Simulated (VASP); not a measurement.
A run of VASP 6.6.1 is set up as follows.

The input INCAR:

```
SYSTEM = RbTaTl2
PREC     = Accurate       ! precision mode
ENCUT    = 600            ! plane-wave cutoff, eV
EDIFF    = 1E-7           ! SCF threshold, eV
ISMEAR   = 0              ! smearing method
SIGMA    = 0.1            ! smearing width, eV
LREAL    = .False.        ! projectors in reciprocal space
LASPH    = .True.         ! aspherical terms in the spheres
NELM     = 80             ! most SCF steps
ALGO     = Fast           ! electronic algorithm
ISIF     = 3              ! what is computed and relaxed
LWAVE    = .False.        ! write WAVECAR
LCHARG   = .False.        ! write CHGCAR
GGA      = PE             ! functional
IBRION   = 2              ! ionic algorithm
NSW      = 90             ! ionic steps
EDIFFG   = -0.04          ! ionic threshold
```

File KPOINTS:

```
regular mesh
0
Gamma
  6 6 1
  0 0 0
```

POSCAR

```
RbTaTl2
1.0
    3.8275015863      0.0000000000      0.0000000000
   -1.9137507931      3.3147136067      0.0000000000
    0.0000000000      0.0000000000     17.1300770296
Rb Ta Tl
2 2 4
Direct
    0.0000000000      0.0000000000      0.5000000000
    0.0000000000      0.0000000000      0.0000000000
    0.3333333333      0.6666666667      0.7500000000
    0.6666666667      0.3333333333      0.2500000000
    0.3333333333      0.6666666667      0.4140000000
    0.6666666667      0.3333333333      0.9140000000
    0.6666666667      0.3333333333      0.5860000000
    0.3333333333      0.6666666667      0.0860000000
```

Potentials or basis: VASP PAW PBE potentials, release 64 (Rb_sv, Ta_pv, Tl_d).

Command:

```sh
$ cat potpaw_PBE.64/Rb_sv/POTCAR potpaw_PBE.64/Ta_pv/POTCAR potpaw_PBE.64/Tl_d/POTCAR > POTCAR
$ mpirun -np 1 vasp_std > vasp.out
```

**Question.** Predict the space group after relaxing (to 0.1 Å).

**Answer.** P6_3/mmc (No. 194).

**Question.** Estimate the band gap on the k mesh.

**Answer.** Zero (bands 46 and 47 overlap by 0.72 eV).

Forces in eV/Å, atoms in the order of the input:
```
Rb   0.000  0.000  0.000
Rb   0.000  0.000  0.000
Ta   0.000  0.000  0.000
Ta   0.000  0.000  0.000
Tl   0.000  0.000  0.023
Tl   0.000  0.000  0.023
Tl   0.000  0.000 -0.023
Tl   0.000  0.000 -0.023
```

Caveat: the k points lie up to 0.36 Å⁻¹ apart in the final cell, too coarse for converged energies and pressures of a metal; a cell axis changed by over 15 % at a fixed basis, so the end point is rough; spin-orbit coupling is left out, which moves the levels of the heavy elements.
